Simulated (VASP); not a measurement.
# Mg2CdO3 in VASP: notebook, part 2 of 3

VASP 6.6.1.

## 3. Single point, PBE

This run uses another cell than the first one: it holds 12 atoms, not 6.

INCAR reads:

```
SYSTEM = Mg2CdO3
ALGO     = Normal         ! electronic algorithm
EDIFF    = 1E-7           ! SCF threshold, eV
ENCUT    = 520            ! plane-wave cutoff, eV
GGA      = PE             ! functional
ISIF     = 2              ! what is computed and relaxed
ISMEAR   = 0              ! smearing method
LASPH    = .True.         ! aspherical terms in the spheres
LCHARG   = .True.         ! write CHGCAR
LELF     = .True.         ! ELF
LREAL    = .False.        ! projectors in reciprocal space
LVHAR    = .True.       
LWAVE    = .False.        ! write WAVECAR
NBANDS   = 46             ! bands
NELM     = 60             ! most SCF steps
PREC     = Accurate       ! precision mode
SIGMA    = 0.1            ! smearing width, eV
```

KPOINTS reads:

```
k-points
0
Gamma
  4 4 2
  0 0 0
```

POSCAR reads:

```
Mg2CdO3
1.0
    1.5590497247     -2.7003533347      0.0000000000
   -4.6771491741     -2.7003533347      0.0000000000
    0.0000000000      0.0000000000     -7.7862967287
Mg Cd O
4 2 6
Direct
    0.0000000000      0.6666666667      0.1562638350
    0.5000000000      0.1666666667      0.1562638350
    0.5000000000      0.8333333333      0.8437361650
    0.0000000000      0.3333333333      0.8437361650
    0.0000000000      0.0000000000      0.5000000000
    0.5000000000      0.5000000000      0.5000000000
    0.5000000000      0.8333333333      0.3050323748
    0.0000000000      0.3333333333      0.3050323748
    0.0000000000      0.6666666667      0.6949676252
    0.5000000000      0.1666666667      0.6949676252
    0.0000000000      0.0000000000      0.0000000000
    0.5000000000      0.5000000000      0.0000000000
```

Potentials or basis: VASP PAW PBE potentials, release 64 (Mg, Cd, O).

Run with:

```sh
> cat potpaw_PBE.64/Mg/POTCAR potpaw_PBE.64/Cd/POTCAR potpaw_PBE.64/O/POTCAR > POTCAR
> mpirun -np 1 vasp_std > vasp.out
```

OUTCAR:

```text
SYSTEM = Mg2CdO3
   EDIFF = 1E-7
   ENCUT = 520
   GGA = PE
   ISIF = 2
   ISMEAR = 0
   LASPH = .True.
   LREAL = .False.
   NELM = 60
   PREC = Accurate

 ion  position               nearest neighbor table
   1  0.000  0.667  0.156-   7 2.14   7 2.14   8 2.14  11 2.17  12 2.17  12 2.17   3 3.03   3 3.03
                             4 3.03   2 3.12   2 3.12   2 3.12   2 3.12   5 3.23   6 3.23   6 3.23
   2  0.500  0.167  0.156-   8 2.14   8 2.14   7 2.14  12 2.17  11 2.17  11 2.17   4 3.03   4 3.03
                             3 3.03   1 3.12   1 3.12   1 3.12   1 3.12   6 3.23   5 3.23   5 3.23
   3  0.500  0.833  0.844-   9 2.14   9 2.14  10 2.14  12 2.17  11 2.17  11 2.17   1 3.03   1 3.03
                             2 3.03   4 3.12   4 3.12   4 3.12   4 3.12   6 3.23   5 3.23   5 3.23
   4  0.000  0.333  0.844-  10 2.14  10 2.14   9 2.14  11 2.17  12 2.17  12 2.17   2 3.03   2 3.03
                             1 3.03   3 3.12   3 3.12   3 3.12   3 3.12   5 3.23   6 3.23   6 3.23
   5  0.000  0.000  0.500-   8 2.35   9 2.35  10 2.35   7 2.35   7 2.35  10 2.35   6 3.12   6 3.12
                             6 3.12   6 3.12   1 3.23   4 3.23   2 3.23   3 3.23   2 3.23   3 3.23
   6  0.500  0.500  0.500-   7 2.35  10 2.35   9 2.35   8 2.35   8 2.35   9 2.35   5 3.12   5 3.12
                             5 3.12   5 3.12   2 3.23   3 3.23   1 3.23   4 3.23   1 3.23   4 3.23
   7  0.500  0.833  0.305-   1 2.14   1 2.14   2 2.14   6 2.35   5 2.35   5 2.35
   8  0.000  0.333  0.305-   2 2.14   2 2.14   1 2.14   5 2.35   6 2.35   6 2.35
   9  0.000  0.667  0.695-   3 2.14   3 2.14   4 2.14   5 2.35   6 2.35   6 2.35
  10  0.500  0.167  0.695-   4 2.14   4 2.14   3 2.14   6 2.35   5 2.35   5 2.35
  11  0.000  0.000  0.000-   1 2.17   4 2.17   2 2.17   3 2.17   2 2.17   3 2.17
  12  0.500  0.500  0.000-   2 2.17   3 2.17   1 2.17   4 2.17   1 2.17   4 2.17

  LATTYP: Found a simple orthorhombic cell.
 ALAT       =     3.1180994494
 B/A-ratio  =     1.7320508076
 C/A-ratio  =     2.4971290541

  Lattice vectors:

 A1 = (   1.5590497247,  -2.7003533347,   0.0000000000)
 A2 = (  -4.6771491741,  -2.7003533347,   0.0000000000)
 A3 = (   0.0000000000,   0.0000000000,  -7.7862967287)

Analysis of symmetry for initial positions (statically):
=====================================================================
 Subroutine PRICEL returns following result:

  LATTYP: Found a hexagonal cell.
 ALAT       =     3.1180994494
 C/A-ratio  =     2.4971290541

  Lattice vectors:

 A1 = (  -1.5590497247,   2.7003533347,   0.0000000000)
 A2 = (   3.1180994494,   0.0000000000,   0.0000000000)
 A3 = (   0.0000000000,   0.0000000000,  -7.7862967287)

   2 primitive cells build up your supercell.

 Routine SETGRP: Setting up the symmetry group for a
 simple orthorhombic supercell.

 Subroutine GETGRP returns: Found  4 space group operations
 (whereof  4 operations were pure point group operations)
 out of a pool of  8 trial point group operations.

The static configuration has the point symmetry C_2h.

Analysis of symmetry for dynamics (positions and initial velocities):
=====================================================================
 Subroutine PRICEL returns following result:

  LATTYP: Found a hexagonal cell.
 ALAT       =     3.1180994494
 C/A-ratio  =     2.4971290541

  Lattice vectors:

 A1 = (  -1.5590497247,   2.7003533347,   0.0000000000)
 A2 = (   3.1180994494,   0.0000000000,   0.0000000000)
 A3 = (   0.0000000000,   0.0000000000,  -7.7862967287)

   2 primitive cells build up your supercell.

 Routine SETGRP: Setting up the symmetry group for a
 simple orthorhombic supercell.

 Subroutine GETGRP returns: Found  4 space group operations
 (whereof  4 operations were pure point group operations)
[... 95 lines left out ...]
   ISTART =      0    job   : 0-new  1-cont  2-samecut
   ICHARG =      2    charge: 1-file 2-atom 10-const
   ISPIN  =      1    spin polarized calculation?
   LNONCOLLINEAR =      F non collinear calculations
   LSORBIT =      F    spin-orbit coupling
   LASPH  =      T    aspherical Exc in radial PAW
   ENCUT  =  520.0 eV  38.22 Ry    6.18 a.u.   5.80 10.04 14.48*2*pi/ulx,y,z
   NELM   =     60;   NELMIN=  2; NELMDL= -5     # of ELM steps
   EDIFF  = 0.1E-06   stopping-criterion for ELM
   LREAL  =      F    real-space projection
   EDIFFG = 0.1E-05   stopping-criterion for IOM
   NSW    =      0    number of steps for IOM
   IBRION =     -1    ionic relax: 0-MD 1-quasi-New 2-CG
   NFREE  =      0    steps in history (QN), initial steepest desc. (CG)
   ISIF   =      2    stress and relaxation
   ISYM   =      2    0-nonsym 1-usesym 2-fastsym
   POTIM  = 0.5000    time-step for ionic-motion
   TEBEG  =    0.0;   TEEND  =   0.0 temperature during run
   PSTRESS=    0.0 pullay stress
   NELECT =      68.0000    total number of electrons
   NUPDOWN=      -1.0000    fix difference up-down
   EMIN   =  10.00;   EMAX   =-10.00  energy-range for DOS
   EFERMI =   0.00;   METHOD = LEGACY
   ISMEAR =     0;   SIGMA  =   0.10  broadening in eV -4-tet -1-fermi 0-gaus
   EFERMI_NEDOS =   21; number of points for ismear=-14 and -15
   IALGO  =     38    algorithm
   IMIX   =      4    mixing-type and parameters
     AMIX     =   0.40;   BMIX     =  1.00
     AMIX_MAG =   1.60;   BMIX_MAG =  1.00
  volume/ion in A,a.u.               =      10.93        73.74
  Fermi-wavevector in a.u.,A,eV,Ry     =   1.315287  2.485533 23.537817  1.729981
  Thomas-Fermi vector in A             =   2.445481
   LORBIT       =      0    0 simple, 1 ext, 2 COOP (PROOUT), +10 PAW based schemes
   GGA     = PE    functional components
   LHFCALC =     F    Hartree Fock is set to
   AEXX    =    0.0000 exact exchange contribution
   IVDW    =     0    specifies the selected vdW correction
   LEPSILON=     F    determine dielectric tensor
   LRPA    =     F    only Hartree local field effects (RPA)
 non-spin polarized calculation
 Gauss-broadening in eV      SIGMA  =   0.10
  energy-cutoff  :      520.00
  volume of cell :      131.12
 maximum number of plane-waves:      3568
 NGX is ok and might be reduce to    24

 number of electron      68.0000008 magnetization

 Free energy of the ion-electron system (eV)
  ---------------------------------------------------
  ext. energy  EPLUGINS =         0.00000000
  ---------------------------------------------------
  free energy    TOTEN  =       -62.46559616 eV

  energy without entropy =      -62.46559616  energy(sigma->0) =      -62.46559616

 E-fermi :   2.8907     XC(G=0): -11.1643

 val. band max:        2.4472618962   @ k =   0.0000   0.0000   0.5000
 cond. band min:       4.3738031500   @ k =   0.0000   0.0000   0.0000
 fundamental gap:      1.9265412538
 Fermi energy:         2.8906717163

 k-point     1 :       0.0000    0.0000    0.0000
  band No.  band energies     occupation
      1     -14.5978      2.00000
      2     -14.0488      2.00000
      3     -13.7119      2.00000
      4     -13.6066      2.00000
      5     -13.5816      2.00000
      6     -13.2279      2.00000
[... 871 lines left out ...]
     45      13.0074      0.00000
     46      13.0074      0.00000

------------------------ aborting loop because EDIFF is reached ----------------------------------------

  FORCE on cell =-STRESS in cart. coord.  units (eV):
  Direction    XX          YY          ZZ          XY          YZ          ZX
  --------------------------------------------------------------------------------------
  -------------------------------------------------------------------------------------
  Total        0.0567157      0.1271957      0.2175006     -0.0610375      0.0004908      0.0008501
  in kB        0.6930145      1.5542162      2.6576611     -0.7458225      0.0059970      0.0103873
  external PRESSURE =       1.6349640 kB  Pullay stress =       0.0000000 kB

 VOLUME and BASIS-vectors are now :
 -----------------------------------------------------------------------------
  energy-cutoff  :      520.00
  volume of cell :      131.12
      direct lattice vectors                 reciprocal lattice vectors
     1.559049725 -2.700353335  0.000000000     0.160354090 -0.277741431  0.000000000
    -4.677149174 -2.700353335  0.000000000    -0.160354090 -0.092580477  0.000000000
     0.000000000  0.000000000 -7.786296729     0.000000000  0.000000000 -0.128430759

 POSITION                                       TOTAL-FORCE (eV/Angst)
 -----------------------------------------------------------------------------------
     -3.11810     -1.80024     -1.21672        -0.000646     -0.000373      0.004292
     -0.00000     -1.80024     -1.21672        -0.000646     -0.000373      0.004292
     -3.11810     -3.60047     -6.56958         0.000646      0.000373     -0.004292
     -1.55905     -0.90012     -6.56958         0.000646      0.000373     -0.004292
      0.00000      0.00000     -3.89315         0.000000     -0.000000     -0.000000
     -1.55905     -2.70035     -3.89315         0.000000     -0.000000     -0.000000
     -3.11810     -3.60047     -2.37507         0.002801      0.001617      0.118458
     -1.55905     -0.90012     -2.37507         0.002801      0.001617      0.118458
     -3.11810     -1.80024     -5.41122        -0.002801     -0.001617     -0.118458
     -0.00000     -1.80024     -5.41122        -0.002801     -0.001617     -0.118458
      0.00000      0.00000      0.00000         0.000000     -0.000000     -0.000000
     -1.55905     -2.70035      0.00000         0.000000     -0.000000     -0.000000
 -----------------------------------------------------------------------------------
    total drift:                                0.000000      0.000000      0.000000

  FREE ENERGIE OF THE ION-ELECTRON SYSTEM (eV)
  ---------------------------------------------------
  free  energy   TOTEN  =       -62.4655961627 eV

  energy  without entropy=      -62.4655961627  energy(sigma->0) =      -62.46559616
```

It took 91 s on 1 thread of Intel Xeon Platinum 8488C (Sapphire Rapids), shared host; peak memory 0.27 GiB.

What came out:

| Quantity | Value |
| --- | --- |
| Free energy | -62.4656 eV |
| Pressure | 0.2 GPa |
| Largest force | 0.119 eV/Å |
| Band gap on the k mesh | 1.93 eV |

Forces on the atoms (eV/Å):
```
Mg  -0.001  0.000  0.004
Mg  -0.001  0.000  0.004
Mg   0.001  0.000 -0.004
Mg   0.001  0.000 -0.004
Cd   0.000  0.000  0.000
Cd   0.000  0.000  0.000
O    0.003  0.002  0.118
O    0.003  0.002  0.118
O   -0.003 -0.002 -0.118
O   -0.003 -0.002 -0.118
O    0.000  0.000  0.000
O    0.000  0.000  0.000
```

Stress tensor (GPa, compression positive):
```
 0.07 -0.07  0.00
-0.07  0.16  0.00
 0.00  0.00  0.27
```

Caveat: the k points lie up to 0.50 Å⁻¹ apart.

## 4. Single point, PBE

This run uses another cell than the first one: it holds 12 atoms, not 6.

INCAR reads:

```
SYSTEM = Mg2CdO3
PREC = Accurate
ENCUT = 520
EDIFF = 1E-6
ISMEAR = 0
SIGMA = 0.1
LREAL = .False.
LASPH = .True.
NELM = 80
ALGO = Normal
ISIF = 2
LWAVE = .False.
LCHARG = .True.
GGA = PE
LELF = .True.
LVHAR = .True.
NBANDS = 46
```

KPOINTS reads:

```
regular mesh
0
Gamma
  4 4 2
  0 0 0
```

POSCAR reads:

```
Mg2CdO3
1.0
    1.5601083927     -2.7024009356     -0.0001697222
   -4.6780647857     -2.7010739778     -0.0001245068
    0.0000950037     -0.0005121267     -7.7811806523
Mg Cd O
4 2 6
Direct
   -0.0001661404      0.6667067915      0.1561630556
    0.4998648170      0.1666630193      0.1561560686
    0.5001902133      0.8332996486      0.8438426262
    0.0001805402      0.3332756675      0.8438399160
    0.0000232186     -0.0000206469      0.5000124213
    0.5000096183      0.4999804492      0.5000103913
    0.4998366405      0.8332503526      0.3051135213
   -0.0001878667      0.3332854895      0.3051049258
    0.0001413432      0.6667277960      0.6949041914
    0.5001575413      0.1667513418      0.6948513711
   -0.0000470070      0.0000663701      0.0000033396
    0.4999970818      0.5000137207     -0.0000018282
```

Run with:

```sh
> cat potpaw_PBE.64/Mg/POTCAR potpaw_PBE.64/Cd/POTCAR potpaw_PBE.64/O/POTCAR > POTCAR
> mpirun -np 1 vasp_std > vasp.out
```

Run time: 89 s. Hardware: 1 thread of Intel Xeon Platinum 8488C (Sapphire Rapids), shared host; peak memory 0.27 GiB.

It converged, with:

- Free energy: -62.4652 eV
- Pressure: 0.1 GPa
- Largest force: 0.133 eV/Å
- Band gap on the k mesh: 1.93 eV

Forces on the atoms (eV/Å):
```
Mg   0.002  0.000 -0.017
Mg  -0.002 -0.002 -0.018
Mg  -0.001  0.002  0.017
Mg  -0.003  0.000  0.016
Cd   0.000  0.000  0.002
Cd  -0.001  0.000  0.002
O    0.000 -0.001  0.131
O    0.003  0.000  0.130
O   -0.002 -0.001 -0.130
O    0.000  0.001 -0.133
O    0.003  0.000  0.001
O    0.000  0.000  0.000
```

Stress tensor (GPa, compression positive):
```
 0.01 -0.04  0.01
-0.04  0.03  0.00
 0.01  0.00  0.39
```

Levels at points of the mesh, in eV from the valence-band top:
| k point | band 31 | band 32 | band 33 | band 34 | band 35 | band 36 | band 37 | band 38 |
| --- | --- | --- | --- | --- | --- | --- | --- | --- |
| (0.00, 0.00, 0.00) | -0.29 | -0.29 | -0.14 | -0.14 | 1.93 | 5.78 | 5.89 | 5.90 |
| (0.50, 0.00, 0.00) | -0.84 | -0.84 | -0.22 | -0.22 | 5.45 | 5.45 | 8.24 | 8.24 |
| (0.00, 0.50, 0.00) | -0.34 | -0.33 | -0.14 | -0.14 | 3.85 | 3.85 | 7.58 | 7.59 |
| (0.50, 0.50, 0.00) | -0.74 | -0.74 | -0.43 | -0.43 | 5.78 | 5.78 | 5.89 | 5.89 |
| (0.00, 0.00, 0.50) | -0.29 | -0.13 | 0.00 | 0.00 | 2.95 | 4.76 | 5.49 | 5.96 |
| (0.50, 0.00, 0.50) | -0.72 | -0.72 | -0.55 | -0.55 | 5.45 | 5.45 | 8.34 | 8.34 |
| (0.00, 0.50, 0.50) | -0.46 | -0.46 | -0.19 | -0.19 | 3.92 | 3.92 | 6.96 | 6.96 |
| (0.50, 0.50, 0.50) | -0.29 | -0.29 | -0.13 | -0.13 | 5.49 | 5.49 | 5.96 | 5.96 |

Caveat: the k points lie up to 0.50 Å⁻¹ apart.

(Part 2 of 3 ends here.)
